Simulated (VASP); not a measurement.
# Mo (Cmme) in VASP: further runs

Runs on Mo. Level: PBE. Tasks: single point.

All numbers are computed with VASP 6.6.1; they aren't measurements. Logs are shortened: lines on timing, memory, paths and dates and some standing lists are left out, and cuts for length are marked.

**1. The cell of the first run**

It takes space group Cmme (No. 67, orthorhombic). Conventional cell: a = 3.160 Å, b = 4.470 Å, c = 9.689 Å, α = 90.00°, β = 90.00°, γ = 90.00°. Within 3.8 Å of Mo (site symmetry mm2) lie 14 Mo at 2.74 to 3.73 Å. Mo (site symmetry mm2) has 14 Mo at 2.74 to 3.16 Å within 3.6 Å.

**2. Single point, PBE (the distance across one plane changed)**

Input file INCAR:

```
SYSTEM = Mo
PREC = Accurate
ENCUT = 520
EDIFF = 1E-6
ISMEAR = 0
SIGMA = 0.15
LREAL = .FALSE.
LASPH = .TRUE.
NELM = 80
ALGO = Fast
ISIF = 2
LWAVE = .FALSE.
LCHARG = .TRUE.
GGA = PE
LELF = .TRUE.
LVHAR = .TRUE.
NBANDS = 36
```

Input file KPOINTS:

```
Automatic mesh
0
G
  23 23 7
  0 0 0
```

Input file POSCAR:

```
Mo
1.0
   -1.5802194352      1.5802194352     -1.5802194352
   -1.5802194352     -1.5802194352      1.5802194352
    0.0000000000      6.8512078265      6.8512078265
Mo
4
Direct
    0.0000000000      0.0000000000      0.8072690485
    0.5000000000      0.5000000000      0.1153241498
    0.0000000000      0.0000000000      0.3459724493
    0.5000000000      0.5000000000      0.5766207489
```

Potentials or basis: VASP PAW PBE potentials, release 64 (Mo_sv).

Run with:

```
$ cat potpaw_PBE.64/Mo_sv/POTCAR > POTCAR
$ mpirun -np 1 vasp_std > vasp.out
```

OUTCAR:

```text
SYSTEM = Mo
   PREC = Accurate
   ENCUT = 520
   EDIFF = 1E-6
   ISMEAR = 0
   LREAL = .FALSE.
   LASPH = .TRUE.
   NELM = 80
   ISIF = 2
   GGA = PE

 ion  position               nearest neighbor table
   1  0.000  0.000  0.807-   4 2.74   4 2.74   4 3.16   4 3.16   2 3.38   2 3.38
   2  0.500  0.500  0.115-   3 2.74   3 2.74   3 3.16   3 3.16   1 3.38   1 3.38
   3  0.000  0.000  0.346-   2 2.74   2 2.74   4 2.74   4 2.74   2 3.16   2 3.16   4 3.16   4 3.16

   4  0.500  0.500  0.577-   1 2.74   3 2.74   1 2.74   3 2.74   1 3.16   3 3.16   1 3.16   3 3.16

  LATTYP: Found a base centered orthorhombic cell.
 ALAT       =     3.1604388704
 B/A-ratio  =     1.4142135624
 C/A-ratio  =     3.0657359386

  Lattice vectors:

 A1 = (  -1.5802194352,   1.5802194352,  -1.5802194352)
 A2 = (  -1.5802194352,  -1.5802194352,   1.5802194352)
 A3 = (   0.0000000000,   6.8512078265,   6.8512078265)

Analysis of symmetry for initial positions (statically):
=====================================================================
 Subroutine PRICEL returns:
 Original cell was already a primitive cell.

 Routine SETGRP: Setting up the symmetry group for a
 base centered orthorhombic supercell.

 Subroutine GETGRP returns: Found  8 space group operations
 (whereof  4 operations were pure point group operations)
 out of a pool of  8 trial point group operations.

The static configuration has the point symmetry C_2v.
 The point group associated with its full space group is D_2h.

Analysis of symmetry for dynamics (positions and initial velocities):
=====================================================================
 Subroutine PRICEL returns:
 Original cell was already a primitive cell.

 Routine SETGRP: Setting up the symmetry group for a
 base centered orthorhombic supercell.

 Subroutine GETGRP returns: Found  8 space group operations
 (whereof  4 operations were pure point group operations)
 out of a pool of  8 trial point group operations.

The dynamic configuration has the point symmetry C_2v.
 The point group associated with its full space group is D_2h.

 Subroutine INISYM returns: Found  8 space group operations
 (whereof  4 operations are pure point group operations),
 and found     1 'primitive' translations

----------------------------------------------------------------------------------------

                                     Primitive cell

  volume of cell :      68.4324

  direct lattice vectors                    reciprocal lattice vectors
    -1.580219435  1.580219435 -1.580219435    -0.316411752  0.158205876 -0.158205876
    -1.580219435 -1.580219435  1.580219435    -0.316411752 -0.158205876  0.158205876
     0.000000000  6.851207826  6.851207826     0.000000000  0.072979833  0.072979833
[... 94 lines left out ...]
   ISIF   =      2    stress and relaxation
   ISYM   =      2    0-nonsym 1-usesym 2-fastsym
   POTIM  = 0.5000    time-step for ionic-motion
   TEBEG  =    0.0;   TEEND  =   0.0 temperature during run
   PSTRESS=    0.0 pullay stress
   NELECT =      56.0000    total number of electrons
   NUPDOWN=      -1.0000    fix difference up-down
   EMIN   =  10.00;   EMAX   =-10.00  energy-range for DOS
   EFERMI =   0.00;   METHOD = LEGACY
   ISMEAR =     0;   SIGMA  =   0.15  broadening in eV -4-tet -1-fermi 0-gaus
   EFERMI_NEDOS =   21; number of points for ismear=-14 and -15
   IALGO  =     68    algorithm
   IMIX   =      4    mixing-type and parameters
     AMIX     =   0.40;   BMIX     =  1.00
     AMIX_MAG =   1.60;   BMIX_MAG =  1.00
  volume/ion in A,a.u.               =      17.11       115.45
  Fermi-wavevector in a.u.,A,eV,Ry     =   1.531264  2.893670 31.902543  2.344771
  Thomas-Fermi vector in A             =   2.638633
   LORBIT       =      0    0 simple, 1 ext, 2 COOP (PROOUT), +10 PAW based schemes
   GGA     = PE    functional components
   LHFCALC =     F    Hartree Fock is set to
   AEXX    =    0.0000 exact exchange contribution
   IVDW    =     0    specifies the selected vdW correction
   LEPSILON=     F    determine dielectric tensor
   LRPA    =     F    only Hartree local field effects (RPA)
 non-spin polarized calculation
 RMM-DIIS sequential band-by-band and
 Gauss-broadening in eV      SIGMA  =   0.15
  energy-cutoff  :      520.00
  volume of cell :       68.43
 maximum number of plane-waves:      1866
   NGX = 11   NGY = 11   NGZ = 37

 number of electron      55.9999992 magnetization

 Free energy of the ion-electron system (eV)
  ---------------------------------------------------
  ext. energy  EPLUGINS =         0.00000000
  ---------------------------------------------------
  free energy    TOTEN  =       -42.84785907 eV

  energy without entropy =      -42.81757448  energy(sigma->0) =      -42.83271678

 E-fermi :  11.1914     XC(G=0): -12.8283

 val. band max:       11.1911765551   @ k =  -0.3478   0.3043   0.0000
 cond. band min:      11.1914803167   @ k =   0.3478   0.0870   0.1429
 fundamental gap:      0.0003037615
 Fermi energy:        11.1913718983

 k-point     1 :       0.0000    0.0000    0.0000
  band No.  band energies     occupation
      1     -50.0973      2.00000
      2     -50.0283      2.00000
      3     -49.9564      2.00000
      4     -49.8890      2.00000
      5     -24.6375      2.00000
      6     -24.2621      2.00000
[... 925 lines left out ...]
     35      13.8915      0.00000
     36      13.9341      0.00000

 [... further k-points ...]

------------------------ aborting loop because EDIFF is reached ----------------------------------------

  FORCE on cell =-STRESS in cart. coord.  units (eV):
  Direction    XX          YY          ZZ          XY          YZ          ZX
  --------------------------------------------------------------------------------------
  -------------------------------------------------------------------------------------
  Total       -2.7692006     -4.5806978     -4.5806978      0.0000000     -1.4628001      0.0000000
  in kB      -64.8340383   -107.2458006   -107.2458006      0.0000000    -34.2478747      0.0000000
  external PRESSURE =     -93.1085465 kB  Pullay stress =       0.0000000 kB

 VOLUME and BASIS-vectors are now :
 -----------------------------------------------------------------------------
  energy-cutoff  :      520.00
  volume of cell :       68.43
      direct lattice vectors                 reciprocal lattice vectors
    -1.580219435  1.580219435 -1.580219435    -0.316411752  0.158205876 -0.158205876
    -1.580219435 -1.580219435  1.580219435    -0.316411752 -0.158205876  0.158205876
     0.000000000  6.851207826  6.851207826     0.000000000  0.072979833  0.072979833

 POSITION                                       TOTAL-FORCE (eV/Angst)
 -----------------------------------------------------------------------------------
      0.00000      5.53077      5.53077         0.000000      0.909859      0.909859
     -1.58022      0.79011      0.79011        -0.000000     -0.909859     -0.909859
      0.00000      2.37033      2.37033         0.000000     -0.172000     -0.172000
     -1.58022      3.95055      3.95055        -0.000000      0.172000      0.172000
 -----------------------------------------------------------------------------------
    total drift:                               -0.000000     -0.000003     -0.000003

  FREE ENERGIE OF THE ION-ELECTRON SYSTEM (eV)
  ---------------------------------------------------
  free  energy   TOTEN  =       -42.8478590749 eV

  energy  without entropy=      -42.8175744847  energy(sigma->0) =      -42.83271678
```

OSZICAR:

```text
N       E                     dE             d eps       ncg     rms          rms(c)
DAV:   1     0.690021946082E+03    0.69002E+03   -0.35642E+04 41880   0.163E+03
DAV:   2    -0.220647477794E+02   -0.71209E+03   -0.69777E+03 45068   0.519E+02
DAV:   3    -0.453365852593E+02   -0.23272E+02   -0.22517E+02 53644   0.879E+01
DAV:   4    -0.457278735252E+02   -0.39129E+00   -0.38795E+00 49220   0.971E+00
DAV:   5    -0.457341727713E+02   -0.62992E-02   -0.62880E-02 48480   0.117E+00    0.259E+01
RMM:   6    -0.434370704010E+02    0.22971E+01   -0.64951E+00 44078   0.143E+01    0.830E+00
RMM:   7    -0.439643700615E+02   -0.52730E+00   -0.37312E+00 48959   0.800E+00    0.594E+00
RMM:   8    -0.428407024060E+02    0.11237E+01   -0.12920E+00 47612   0.477E+00    0.197E+00
RMM:   9    -0.428439707764E+02   -0.32684E-02   -0.21615E-01 56138   0.178E+00    0.625E-01
RMM:  10    -0.428472414993E+02   -0.32707E-02   -0.50522E-02 59913   0.768E-01    0.119E-01
RMM:  11    -0.428477220594E+02   -0.48056E-03   -0.63071E-03 58967   0.294E-01    0.688E-02
RMM:  12    -0.428478148122E+02   -0.92753E-04   -0.14622E-03 57024   0.139E-01    0.225E-02
RMM:  13    -0.428478476775E+02   -0.32865E-04   -0.33267E-04 59527   0.653E-02    0.762E-03
RMM:  14    -0.428478562224E+02   -0.85449E-05   -0.10605E-04 55522   0.287E-02    0.435E-03
RMM:  15    -0.428478575057E+02   -0.12834E-05   -0.22639E-05 40554   0.137E-02    0.207E-03
RMM:  16    -0.428478587760E+02   -0.12703E-05   -0.99026E-06 35914   0.662E-03    0.756E-04
RMM:  17    -0.428478590749E+02   -0.29887E-06   -0.26622E-06 31600   0.335E-03
   1 F= -.42847859E+02 E0= -.42832717E+02  d E =-.302846E-01
```

stdout:

```text
POSCAR found type information on POSCAR Mo
 POSCAR found :  1 types and       4 ions
 scaLAPACK will be used
 LDA part: xc-table for (Slater+PW92), standard interpolation
 POSCAR, INCAR and KPOINTS ok, starting setup
 FFT: planning ... GRIDC
 FFT: planning ... GRID_SOFT
 FFT: planning ... GRID
 WAVECAR not read
 entering main loop
```

It took 30 min on 1 thread of Oxide Virtual Turin-like, shared host; peak memory 0.91 GiB.

Results:

```yaml
Free_energy: -42.8479 eV
Pressure: -9.3 GPa
Largest_force: 1.287 eV/Å
Band_gap_on_the_k_mesh: zero (bands 28 and 29 overlap by 2.29 eV)
```

Forces in eV/Å, atoms in the order of the input:
```
Mo   0.000  0.910  0.910
Mo   0.000 -0.910 -0.910
Mo   0.000 -0.172 -0.172
Mo   0.000  0.172  0.172
```

Stress tensor (GPa, compression positive):
```
 -6.48   0.00   0.00
  0.00 -10.72  -3.42
  0.00  -3.42 -10.72
```

Levels at points of the mesh, in eV from the Fermi level:
```csv
k point,band 24,band 25,band 26,band 27,band 28,band 29,band 30,band 31,band 32,band 33
"(0.00, 0.00, 0.00)",-2.09,-1.51,-1.36,-1.29,-0.94,0.60,0.93,1.13,1.33,1.52
```

Caveat: the cell differs from its parent crystal (the distance across one plane changed); the cell stands under tension; forces of over 1 eV/Å act on the atoms, so gaps and moduli don't describe the material at rest.

**3. Single point, PBE (the distance across one plane changed)**

Input file INCAR:

```
SYSTEM = Mo
PREC     = Accurate       ! precision mode
ENCUT    = 520            ! plane-wave cutoff, eV
EDIFF    = 1E-6           ! SCF threshold, eV
ISMEAR   = 0              ! smearing method
SIGMA    = 0.15           ! smearing width, eV
LREAL    = .FALSE.        ! projectors in reciprocal space
LASPH    = .TRUE.         ! aspherical terms in the spheres
NELM     = 60             ! most SCF steps
ALGO     = Fast           ! electronic algorithm
ISIF     = 2              ! what is computed and relaxed
LWAVE    = .FALSE.        ! write WAVECAR
LCHARG   = .FALSE.        ! write CHGCAR
GGA      = PE             ! functional
NBANDS   = 36             ! bands
```

KPOINTS is that of step 2.

Input file POSCAR:

```
Mo
1.0
   -1.5802194352      1.5802194352     -1.5802194352
   -1.5802194352     -1.5802194352      1.5802194352
    0.0000000000      6.6744311312      6.6744311312
Mo
4
Direct
    0.0000000000      0.0000000000      0.8286500998
    0.5000000000      0.5000000000      0.1183785857
    0.0000000000      0.0000000000      0.3551357571
    0.5000000000      0.5000000000      0.5918929284
```

Potentials or basis: VASP PAW PBE potentials, release 64 (Mo_sv).

Run with:

```
$ cat potpaw_PBE.64/Mo_sv/POTCAR > POTCAR
$ mpirun -np 1 vasp_std > vasp.out
```

Wall time 45 min (1 thread of Oxide Virtual Turin-like, shared host); peak memory 0.88 GiB.

Results (log left out):

```yaml
Free_energy: -43.2447 eV
Pressure: -7.9 GPa
Largest_force: 1.371 eV/Å
Band_gap_on_the_k_mesh: zero (bands 28 and 29 overlap by 2.29 eV)
```

Forces in eV/Å, atoms in the order of the input:
```
Mo   0.000  0.969  0.969
Mo   0.000 -0.969 -0.969
Mo   0.000 -0.113 -0.113
Mo   0.000  0.113  0.113
```

Stress tensor (GPa, compression positive):
```
-5.10  0.00  0.00
 0.00 -9.33 -3.25
 0.00 -3.25 -9.33
```

Levels at points of the mesh, in eV from the Fermi level:
| k point | band 26 | band 27 | band 28 | band 29 | band 30 | band 31 |
| --- | --- | --- | --- | --- | --- | --- |
| (0.00, 0.00, 0.00) | -1.35 | -1.33 | -1.00 | 0.68 | 1.04 | 1.11 |

Caveat: the cell differs from its parent crystal (the distance across one plane changed); the cell stands under tension; forces of over 1 eV/Å act on the atoms, so gaps and moduli don't describe the material at rest.
